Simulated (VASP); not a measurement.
A run of VASP 6.6.1:

File INCAR:

```
SYSTEM = Cs2Be3
ALGO = Fast
EDIFF = 1E-6
ENCUT = 520
GGA = PE
ISIF = 2
ISMEAR = 0
LASPH = .TRUE.
LCHARG = .TRUE.
LELF = .TRUE.
LREAL = .FALSE.
LVHAR = .TRUE.
LWAVE = .FALSE.
NBANDS = 20
NELM = 60
PREC = Accurate
SIGMA = 0.1
```

File KPOINTS:

```
k-points
0
G
  4 4 4
  0 0 0
```

The input POSCAR:

```
Cs2Be3
1.0
    6.3221307339      0.0000000000      0.0000000000
    0.0000000000      6.3221307339      0.0000000000
    0.0000000000      0.0000000000      6.3221307339
Cs Be
2 3
Direct
    0.5000000000      0.5000000000      0.5000000000
    0.0000000000      0.0000000000      0.0000000000
    0.0000000000      0.5000000000      0.5000000000
    0.5000000000      0.0000000000      0.5000000000
    0.5000000000      0.5000000000      0.0000000000
```

Potentials or basis: VASP PAW PBE potentials, release 64 (Cs_sv, Be).

Launch:

```bash
$ cat potpaw_PBE.64/Cs_sv/POTCAR potpaw_PBE.64/Be/POTCAR > POTCAR
$ mpirun -np 1 vasp_std > vasp.out
```

Hardware: 1 thread of Intel(R) Xeon(R) Platinum 8488C (Sapphire Rapids), with other jobs on the host.

**Question.** Estimate the wall time of this run.

**Answer.** It took 43 s on 1 thread of Intel(R) Xeon(R) Platinum 8488C (Sapphire Rapids) (shared host), peak memory 0.32 GiB. Counts: scf iterations 12, k points 10.
